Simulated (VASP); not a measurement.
Input of a VASP 6.6.1 run:

INCAR

```
PREC     = Accurate       # precision mode
ENCUT    = 600            # plane-wave cutoff, eV
EDIFF    = 1E-7           # SCF threshold, eV
ISMEAR   = 0              # smearing method
SIGMA    = 0.1            # smearing width, eV
LREAL    = False          # projectors in reciprocal space
LASPH    = True           # aspherical terms in the spheres
NELM     = 100            # most SCF steps
ALGO     = Fast           # electronic algorithm
ISIF     = 3              # what is computed and relaxed
LWAVE    = False          # write WAVECAR
LCHARG   = False          # write CHGCAR
GGA      = PE             # functional
IBRION   = 2              # ionic algorithm
NSW      = 90             # ionic steps
EDIFFG   = -0.04          # ionic threshold
```

KPOINTS

```
Automatic mesh
0
Gamma
  6 6 6
```

Contents of POSCAR:

```
Cu
1.0
    0.0000000000      2.3559392742      2.3559392742
    2.3559392742      0.0000000000      2.3559392742
    2.3559392742      2.3559392742      0.0000000000
Cu
2
Direct
    0.5000000000      0.5000000000      0.5000000000
    0.7500000000      0.7500000000      0.7500000000
```

Potentials or basis: VASP PAW PBE potentials, release 64 (Cu).

The run is started by

```console
$ cat potpaw_PBE.64/Cu/POTCAR > POTCAR
$ mpirun -np 1 vasp_std > vasp.out
```

Q: Predict the relaxed cell.

A: a = 3.794 Å, b = 3.794 Å, c = 3.794 Å, α = 60.00°, β = 60.00°, γ = 60.00°.

Q: What does it give for the band gap on the k mesh?

A: Zero (band 11 reaches 3.17 eV, above the bottom of band 12 at 2.33 eV).

Q: Estimate the space group after relaxing (to 0.05 Å).

A: Fd-3m (No. 227).

Q: Predict the relaxed volume.

A: 19.31 Å³/atom.

The path:
```
step  energy change (eV)  largest force (eV/Å)  pressure (GPa)  volume (Å³)
   1              0.0000                0.0000           53.19        26.15
   2             -1.2292                0.0000           -6.52        46.27
   3             -1.2510                0.0000            1.43        37.95
   4             -1.4138                0.0000           -1.07        39.15
   5             -1.4156                0.0000           -0.29        38.63
```

Caveat: the k points lie up to 0.34 Å⁻¹ apart in the final cell; the volume moved by over 15 % at a fixed basis, so the end points are rough.
